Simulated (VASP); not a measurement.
# RbSr3 (Pm-3m) in VASP: further runs

RbSr3 is run at these levels: LDA; tasks: single point.

Program: VASP 6.6.1. These are calculated values, not measurements. Logs are shortened: lines on timing, memory, paths and dates and some standing lists are left out, and cuts for length are marked.

## (1) The cell of the first run

Symmetry: Pm-3m, No. 221, cubic system. The conventional cell has a = 6.247 Å, b = 6.247 Å, c = 6.247 Å, α = 90.00°, β = 90.00°, γ = 90.00°. Within 5.8 Å of Rb (site symmetry m-3m) lie 12 Sr at 4.42 Å. Within 5.8 Å of Sr (site symmetry 4/mmm) lie 4 Rb at 4.42 Å and 8 Sr at 4.42 Å.

## (2) Single point, LDA

INCAR reads:

```
SYSTEM = RbSr3
  ALGO = Normal
  EDIFF = 1E-6
  ENCUT = 520
  GGA = CA
  ISIF = 2
  ISMEAR = -1
  LASPH = .TRUE.
  LCHARG = .TRUE.
  LELF = .TRUE.
  LREAL = .FALSE.
  LVHAR = .TRUE.
  LWAVE = .FALSE.
  NBANDS = 28
  NELM = 100
  PREC = Accurate
  SIGMA = 0.3
```

KPOINTS reads:

```
k-points
0
G
  4 4 4
  0 0 0
```

POSCAR reads:

```
RbSr3
1.0
    6.2473850000      0.0000000000      0.0000000000
    0.0000000000      6.2473850000      0.0000000000
    0.0000000000      0.0000000000      6.2473850000
Rb Sr
1 3
Direct
    0.0000000000      0.0000000000      0.0000000000
    0.0000000000      0.5000000000      0.5000000000
    0.5000000000      0.0000000000      0.5000000000
    0.5000000000      0.5000000000      0.0000000000
```

Potentials or basis: VASP PAW LDA potentials, release 64 (Rb_sv, Sr_sv).

Launch:

```bash
cat potpaw_LDA.64/Rb_sv/POTCAR potpaw_LDA.64/Sr_sv/POTCAR > POTCAR
mpirun -np 1 vasp_std > vasp.out
```

OUTCAR:

```text
SYSTEM = RbSr3
   EDIFF = 1E-6
   ENCUT = 520
   GGA = CA
   ISIF = 2
   ISMEAR = -1
   LASPH = .TRUE.
   LREAL = .FALSE.
   NELM = 100
   PREC = Accurate

 ion  position               nearest neighbor table
   1  0.000  0.000  0.000-   2 4.42   3 4.42   4 4.42   2 4.42   3 4.42   2 4.42   4 4.42   2 4.42
                             3 4.42   4 4.42   3 4.42   4 4.42
   2  0.000  0.500  0.500-   1 4.42   3 4.42   4 4.42   1 4.42   4 4.42   1 4.42   3 4.42   1 4.42
                             3 4.42   4 4.42   4 4.42   3 4.42
   3  0.500  0.000  0.500-   1 4.42   2 4.42   4 4.42   1 4.42   4 4.42   2 4.42   4 4.42   4 4.42
                             1 4.42   2 4.42   1 4.42   2 4.42
   4  0.500  0.500  0.000-   1 4.42   2 4.42   3 4.42   2 4.42   3 4.42   1 4.42   3 4.42   3 4.42
                             1 4.42   2 4.42   2 4.42   1 4.42

  LATTYP: Found a simple cubic cell.
 ALAT       =     6.2473850000

  Lattice vectors:

 A1 = (   6.2473850000,   0.0000000000,   0.0000000000)
 A2 = (   0.0000000000,   6.2473850000,   0.0000000000)
 A3 = (   0.0000000000,   0.0000000000,   6.2473850000)

Analysis of symmetry for initial positions (statically):
=====================================================================
 Subroutine PRICEL returns:
 Original cell was already a primitive cell.

 Routine SETGRP: Setting up the symmetry group for a
 simple cubic supercell.

 Subroutine GETGRP returns: Found 48 space group operations
 (whereof 48 operations were pure point group operations)
 out of a pool of 48 trial point group operations.

The static configuration has the point symmetry O_h .

Analysis of symmetry for dynamics (positions and initial velocities):
=====================================================================
 Subroutine PRICEL returns:
 Original cell was already a primitive cell.

 Routine SETGRP: Setting up the symmetry group for a
 simple cubic supercell.

 Subroutine GETGRP returns: Found 48 space group operations
 (whereof 48 operations were pure point group operations)
 out of a pool of 48 trial point group operations.

The dynamic configuration has the point symmetry O_h .

 Subroutine INISYM returns: Found 48 space group operations
 (whereof 48 operations are pure point group operations),
 and found     1 'primitive' translations

----------------------------------------------------------------------------------------

                                     Primitive cell

  volume of cell :     243.8343

  direct lattice vectors                    reciprocal lattice vectors
     6.247385000  0.000000000  0.000000000     0.160066972  0.000000000  0.000000000
     0.000000000  6.247385000  0.000000000     0.000000000  0.160066972  0.000000000
     0.000000000  0.000000000  6.247385000     0.000000000  0.000000000  0.160066972

  length of vectors
     6.247385000  6.247385000  6.247385000     0.160066972  0.160066972  0.160066972

  position of ions in fractional coordinates (direct lattice)
     0.000000000  0.000000000  0.000000000
     0.000000000  0.500000000  0.500000000
     0.500000000  0.000000000  0.500000000
     0.500000000  0.500000000  0.000000000

  ion indices of the primitive-cell ions
   primitive index   ion index
                 1           1
                 2           2
                 3           3
                 4           4

----------------------------------------------------------------------------------------

 KPOINTS: k-points

Automatic generation of k-mesh.
 Grid dimensions read from file:
 generate k-points for:    4    4    4

 Generating k-lattice:

  Cartesian coordinates                     Fractional coordinates (reciprocal lattice)
     0.040016743  0.000000000  0.000000000     0.250000000  0.000000000  0.000000000
     0.000000000  0.040016743  0.000000000     0.000000000  0.250000000  0.000000000
     0.000000000  0.000000000  0.040016743     0.000000000  0.000000000  0.250000000

  Length of vectors
     0.040016743  0.040016743  0.040016743

  Shift w.r.t. Gamma in fractional coordinates (k-lattice)
     0.000000000  0.000000000  0.000000000

 Subroutine IBZKPT returns following result:
 ===========================================

 Found     10 irreducible k-points:

 Following reciprocal coordinates:
            Coordinates               Weight
  0.000000  0.000000  0.000000      1.000000
  0.250000  0.000000  0.000000      6.000000
  0.500000  0.000000  0.000000      3.000000
  0.250000  0.250000  0.000000     12.000000
  0.500000  0.250000  0.000000     12.000000
  0.500000  0.500000  0.000000      3.000000
  0.250000  0.250000  0.250000      8.000000
  0.500000  0.250000  0.250000     12.000000
  0.500000  0.500000  0.250000      6.000000
  0.500000  0.500000  0.500000      1.000000
   k-points           NKPTS =     10   k-points in BZ     NKDIM =     10   number of bands    NBANDS=     28
   number of dos      NEDOS =    301   number of ions     NIONS =      4
   total plane-waves  NPLWV = 110592
   dimension x,y,z NGX =    48 NGY =   48 NGZ =   48
   dimension x,y,z NGXF=    96 NGYF=   96 NGZF=   96
   ions per type =               1   3
   NGX,Y,Z   is equivalent  to a cutoff of  12.77, 12.77, 12.77 a.u.
   NGXF,Y,Z  is equivalent  to a cutoff of  25.55, 25.55, 25.55 a.u.
 SYSTEM =  RbSr3
   PREC   = accura    normal or accurate (medium, high low for compatibility)
   ISTART =      0    job   : 0-new  1-cont  2-samecut
   ICHARG =      2    charge: 1-file 2-atom 10-const
   ISPIN  =      1    spin polarized calculation?
   LNONCOLLINEAR =      F non collinear calculations
   LSORBIT =      F    spin-orbit coupling
   LASPH  =      T    aspherical Exc in radial PAW
   ENCUT  =  520.0 eV  38.22 Ry    6.18 a.u.  11.62 11.62 11.62*2*pi/ulx,y,z
   NELM   =    100;   NELMIN=  2; NELMDL= -5     # of ELM steps
   EDIFF  = 0.1E-05   stopping-criterion for ELM
   LREAL  =      F    real-space projection
   EDIFFG = 0.1E-04   stopping-criterion for IOM
   NSW    =      0    number of steps for IOM
   IBRION =     -1    ionic relax: 0-MD 1-quasi-New 2-CG
   NFREE  =      0    steps in history (QN), initial steepest desc. (CG)
   ISIF   =      2    stress and relaxation
   ISYM   =      2    0-nonsym 1-usesym 2-fastsym
   POTIM  = 0.5000    time-step for ionic-motion
   TEBEG  =    0.0;   TEEND  =   0.0 temperature during run
   PSTRESS=    0.0 pullay stress
   NELECT =      39.0000    total number of electrons
   NUPDOWN=      -1.0000    fix difference up-down
   EMIN   =  10.00;   EMAX   =-10.00  energy-range for DOS
   EFERMI =   0.00;   METHOD = LEGACY
   ISMEAR =    -1;   SIGMA  =   0.30  broadening in eV -4-tet -1-fermi 0-gaus
   EFERMI_NEDOS =   21; number of points for ismear=-14 and -15
   IALGO  =     38    algorithm
   IMIX   =      4    mixing-type and parameters
     AMIX     =   0.40;   BMIX     =  1.00
     AMIX_MAG =   1.60;   BMIX_MAG =  1.00
  volume/ion in A,a.u.               =      60.96       411.37
  Fermi-wavevector in a.u.,A,eV,Ry     =   0.888651  1.679308 10.744539  0.789701
  Thomas-Fermi vector in A             =   2.010109
   LORBIT       =      0    0 simple, 1 ext, 2 COOP (PROOUT), +10 PAW based schemes
   GGA     = CA    functional components
   LHFCALC =     F    Hartree Fock is set to
   AEXX    =    0.0000 exact exchange contribution
   IVDW    =     0    specifies the selected vdW correction
   LEPSILON=     F    determine dielectric tensor
   LRPA    =     F    only Hartree local field effects (RPA)
 non-spin polarized calculation
  energy-cutoff  :      520.00
  volume of cell :      243.83
 maximum number of plane-waves:      6704
 NGX is ok and might be reduce to    48
   NGX = 23   NGY = 23   NGZ = 23

 number of electron      39.0000001 magnetization

 Free energy of the ion-electron system (eV)
  ---------------------------------------------------
  ext. energy  EPLUGINS =         0.00000000
  ---------------------------------------------------
  free energy    TOTEN  =        -6.84140078 eV

  energy without entropy =       -5.37209339  energy(sigma->0) =       -6.10674709

 E-fermi :   0.8579     XC(G=0):  -7.1324

 val. band max:        0.7411488034   @ k =   0.5000   0.2500   0.0000
 cond. band min:       0.8693539731   @ k =   0.2500   0.0000   0.0000
 fundamental gap:      0.1282051696
 Fermi energy:         0.8579164031

 k-point     1 :       0.0000    0.0000    0.0000
  band No.  band energies     occupation
      1     -35.7702      2.00000
      2     -35.7615      2.00000
      3     -35.7615      2.00000
      4     -27.0164      2.00000
      5     -17.8803      2.00000
      6     -17.8803      2.00000
[... 20 lines left out ...]
     27       3.4069      0.00041
     28       3.4069      0.00041

 k-point     2 :       0.2500    0.0000    0.0000
  band No.  band energies     occupation
      1     -35.7691      2.00000
      2     -35.7626      2.00000
      3     -35.7615      2.00000
      4     -27.0164      2.00000
      5     -17.8731      2.00000
      6     -17.8731      2.00000
[... 20 lines left out ...]
     27       3.0467      0.00136
     28       3.5298      0.00027

 k-point     3 :       0.5000    0.0000    0.0000
  band No.  band energies     occupation
      1     -35.7673      2.00000
      2     -35.7644      2.00000
      3     -35.7615      2.00000
      4     -27.0164      2.00000
      5     -17.8630      2.00000
      6     -17.8630      2.00000
[... 20 lines left out ...]
     27       2.8146      0.00294
     28       2.9013      0.00220

 k-point     4 :       0.2500    0.2500    0.0000
  band No.  band energies     occupation
      1     -35.7681      2.00000
      2     -35.7629      2.00000
      3     -35.7621      2.00000
      4     -27.0164      2.00000
      5     -17.8769      2.00000
      6     -17.8658      2.00000
[... 20 lines left out ...]
     27       2.7663      0.00345
     28       3.4038      0.00041

 k-point     5 :       0.5000    0.2500    0.0000
  band No.  band energies     occupation
      1     -35.7664      2.00000
      2     -35.7644      2.00000
      3     -35.7623      2.00000
      4     -27.0164      2.00000
      5     -17.8734      2.00000
      6     -17.8592      2.00000
[... 20 lines left out ...]
     27       2.7790      0.00331
     28       2.9977      0.00160

 k-point     6 :       0.5000    0.5000    0.0000
  band No.  band energies     occupation
      1     -35.7644      2.00000
      2     -35.7644      2.00000
      3     -35.7644      2.00000
      4     -27.0164      2.00000
      5     -17.8846      2.00000
      6     -17.8471      2.00000
[... 20 lines left out ...]
     27       2.4286      0.01059
     28       2.7797      0.00330

 k-point     7 :       0.2500    0.2500    0.2500
  band No.  band energies     occupation
      1     -35.7673      2.00000
      2     -35.7629      2.00000
      3     -35.7629      2.00000
      4     -27.0164      2.00000
      5     -17.8825      2.00000
      6     -17.8658      2.00000
[... 20 lines left out ...]
     27       2.6395      0.00526
     28       3.5412      0.00026

 k-point     8 :       0.5000    0.2500    0.2500
  band No.  band energies     occupation
      1     -35.7658      2.00000
      2     -35.7644      2.00000
      3     -35.7629      2.00000
      4     -27.0163      2.00000
      5     -17.8750      2.00000
      6     -17.8748      2.00000
[... 20 lines left out ...]
     27       2.8939      0.00226
     28       3.2312      0.00073

 k-point     9 :       0.5000    0.5000    0.2500
  band No.  band energies     occupation
      1     -35.7644      2.00000
      2     -35.7644      2.00000
      3     -35.7644      2.00000
      4     -27.0163      2.00000
      5     -17.8849      2.00000
      6     -17.8733      2.00000
[... 20 lines left out ...]
     27       2.9231      0.00205
     28       3.0737      0.00124

 k-point    10 :       0.5000    0.5000    0.5000
  band No.  band energies     occupation
      1     -35.7644      2.00000
      2     -35.7644      2.00000
      3     -35.7644      2.00000
      4     -27.0163      2.00000
      5     -17.8861      2.00000
      6     -17.8851      2.00000
[... 20 lines left out ...]
     27       2.8717      0.00243
     28       3.2409      0.00071

------------------------ aborting loop because EDIFF is reached ----------------------------------------

  FORCE on cell =-STRESS in cart. coord.  units (eV):
  Direction    XX          YY          ZZ          XY          YZ          ZX
  --------------------------------------------------------------------------------------
  -------------------------------------------------------------------------------------
  Total       -1.4079026     -1.4079026     -1.4079026     -0.0000000      0.0000000     -0.0000000
  in kB       -9.2509936     -9.2509936     -9.2509936     -0.0000000      0.0000000     -0.0000000
  external PRESSURE =      -9.2509936 kB  Pullay stress =       0.0000000 kB

 VOLUME and BASIS-vectors are now :
 -----------------------------------------------------------------------------
  energy-cutoff  :      520.00
  volume of cell :      243.83
      direct lattice vectors                 reciprocal lattice vectors
     6.247385000  0.000000000  0.000000000     0.160066972  0.000000000  0.000000000
     0.000000000  6.247385000  0.000000000     0.000000000  0.160066972  0.000000000
     0.000000000  0.000000000  6.247385000     0.000000000  0.000000000  0.160066972

 POSITION                                       TOTAL-FORCE (eV/Angst)
 -----------------------------------------------------------------------------------
      0.00000      0.00000      0.00000         0.000000      0.000000      0.000000
      0.00000      3.12369      3.12369         0.000000      0.000000      0.000000
      3.12369      0.00000      3.12369         0.000000      0.000000      0.000000
      3.12369      3.12369      0.00000         0.000000      0.000000      0.000000
 -----------------------------------------------------------------------------------
    total drift:                                0.000000     -0.000000     -0.000000

  FREE ENERGIE OF THE ION-ELECTRON SYSTEM (eV)
  ---------------------------------------------------
  free  energy   TOTEN  =        -6.8414007791 eV

  energy  without entropy=       -5.3720933909  energy(sigma->0) =       -6.10674709
```

Run time: 65 s. Hardware: 1 thread of Intel Xeon Platinum 8375C at 2.90GHz (Ice Lake), shared host; peak memory 0.27 GiB.

Results:

- Free energy: -6.8414 eV
- Pressure: -0.9 GPa

[end of part 1 of 2]
